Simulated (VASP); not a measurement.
A run of VASP 6.6.1:

INCAR

```
SYSTEM = Pd
PREC = Accurate
ENCUT = 520
EDIFF = 1E-7
ISMEAR = 1
SIGMA = 0.1
LREAL = .FALSE.
LASPH = .TRUE.
NELM = 80
ALGO = Normal
ISIF = 2
LWAVE = .FALSE.
LCHARG = .TRUE.
LDIPOL = .TRUE.
IDIPOL = 3
DIPOL = 0.5 0.5 0.500
GGA = PS
LELF = .TRUE.
LVHAR = .TRUE.
LVACPOTAV = .TRUE.
NBANDS = 55
```

KPOINTS

```
regular mesh
0
G
  14 14 1
  0 0 0
```

File POSCAR:

```
Pd
1.0
    2.7397185240      0.0000000000      0.0000000000
    1.3698592620      2.3726658410      0.0000000000
    0.0000000000      0.0000000000     33.8957664620
Pd
9
Direct
    0.3333333333      0.3333333333      0.2360176752
    0.6666666667      0.6666666667      0.3020132564
    0.0000000000      0.0000000000      0.3680088376
    0.3333333333      0.3333333333      0.4340044188
    0.6666666667      0.6666666667      0.5000000000
    0.0000000000      0.0000000000      0.5659955812
    0.3333333333      0.3333333333      0.6319911624
    0.6666666667      0.6666666667      0.6979867436
    0.0000000000      0.0000000000      0.7639823248
```

Potentials or basis: VASP PAW PBE potentials, release 64 (Pd).

Command:

```console
$ cat potpaw_PBE.64/Pd/POTCAR > POTCAR
$ mpirun -np 1 vasp_std > vasp.out
```

Hardware: 1 thread of Intel(R) Xeon(R) 6975P-C (Granite Rapids), with other jobs on the host.

**Question.** Estimate the wall time of this run.

**Answer.** It took 8.5 min on 1 thread of Intel(R) Xeon(R) 6975P-C (Granite Rapids), on a shared host, peak memory 0.41 GiB. Counts: scf iterations 49, k points 24.
